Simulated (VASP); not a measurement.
A run of VASP 6.6.1 is set up as follows.

Contents of INCAR:

```
ALGO = Normal ; EDIFF = 1E-6
ENCUT = 520 ; GGA = PE
ISIF = 2 ; ISMEAR = 0
LASPH = True ; LCHARG = True
LELF = True ; LREAL = False
LVHAR = True ; LWAVE = False
NBANDS = 20 ; NELM = 60
PREC = Accurate ; SIGMA = 0.1
```

Contents of KPOINTS:

```
k-points
0
Gamma
  6 6 6
```

POSCAR

```
GaMo
1.0
    3.1202009513      0.0000000000      0.0000000000
    0.0000000000      3.1202009513      0.0000000000
    0.0000000000      0.0000000000      3.1202009513
Ga Mo
1 1
Direct
    0.0000000000      0.0000000000      0.0000000000
    0.5000000000      0.5000000000      0.5000000000
```

Potentials or basis: VASP PAW PBE potentials, release 64 (Ga_d, Mo_sv).

Run with:

```sh
$ cat potpaw_PBE.64/Ga_d/POTCAR potpaw_PBE.64/Mo_sv/POTCAR > POTCAR
$ mpirun -np 1 vasp_std > vasp.out
```

Problem. Estimate the pressure.

Solution. 0.5 GPa.
